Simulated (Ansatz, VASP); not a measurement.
**Two plane-wave programs on PtC3**

The input INCAR:

```
SYSTEM = PtC3
ALGO = Normal
EDIFF = 1E-6
EDIFFG = -0.04
ENCUT = 600
GGA = PE
IBRION = 2
ISIF = 3
ISMEAR = 0
LASPH = .TRUE.
LCHARG = .FALSE.
LREAL = .FALSE.
LWAVE = .FALSE.
NELM = 100
NSW = 90
PREC = Accurate
SIGMA = 0.1
```

KPOINTS

```
k-points
0
G
  6 6 6
  0 0 0
```

Contents of POSCAR:

```
PtC3
1.0
    3.3209655736      0.0000000000      0.0000000000
    0.0000000000      3.3209655736      0.0000000000
    0.0000000000      0.0000000000      3.2868306826
Pt C
1 3
Direct
    0.0000000000      0.0000000000      0.0000000000
    0.0000000000      0.5000000000      0.5000000000
    0.5000000000      0.0000000000      0.5000000000
    0.5000000000      0.5000000000      0.0000000000
```

Input for Ansatz:

```yaml
crystal:
  lattice:
    - [3.3209655736, 0.0, 0.0]
    - [0.0, 3.3209655736, 0.0]
    - [0.0, 0.0, 3.2868306826]
  atoms:
    - { symbol: Pt, position: [0.0, 0.0, 0.0] }
    - { symbol: C, position: [0.0, 0.5, 0.5] }
    - { symbol: C, position: [0.5, 0.0, 0.5] }
    - { symbol: C, position: [0.5, 0.5, 0.0] }
basis:
  ecutwfc: 420
kpoints:
  mp_grid: { grid: [6, 6, 6] }
hamiltonian:
  xc: pbe
scf:
  occupations: { method: gaussian, width: 0.1 }
  lower_state_search: "off"
output:
  forces: true
  stress: true
  eigenvalues: true
relax:
  adjacent_minimum: "off"
  f_tol: 0.04
  max_steps: 70
  cell: { stress_tol: 0.4 }
```

Alike in both runs: task relaxation of cell and atoms; functional PBE; k mesh 6 × 6 × 6; occupations gaussian, width 0.1 eV; no spin polarisation.

```csv
,VASP,Ansatz
version,VASP 6.6.1,Ansatz 0.2.0
potentials or method,"VASP PAW PBE potentials, release 64 (Pt, C), cutoff 600 eV","scalar-relativistic, plane waves, PAW"
valence electrons in the cell,22,30
```

VASP gave:

```
gap on the k mesh at the Fermi level, each at its own relaxed structure (eV) : none
relaxed volume (Å³/atom)                                                     : 9.57
relaxed cell length with the largest relative difference (Å)                 : 3.660
```

**Question.** What did Ansatz give for the same quantities?

**Answer.** gap on the k mesh at the Fermi level, each at its own relaxed structure (eV): none; relaxed volume (Å³/atom): 9.60; relaxed cell length with the largest relative difference (Å): 3.663.

A gap of «none» marks a metal or a gap that the smearing closes. VASP's potentials hold 22 valence electrons a cell and Ansatz's 30, so a difference there can come from the potentials and not from the codes.

Spin-orbit coupling is off throughout.
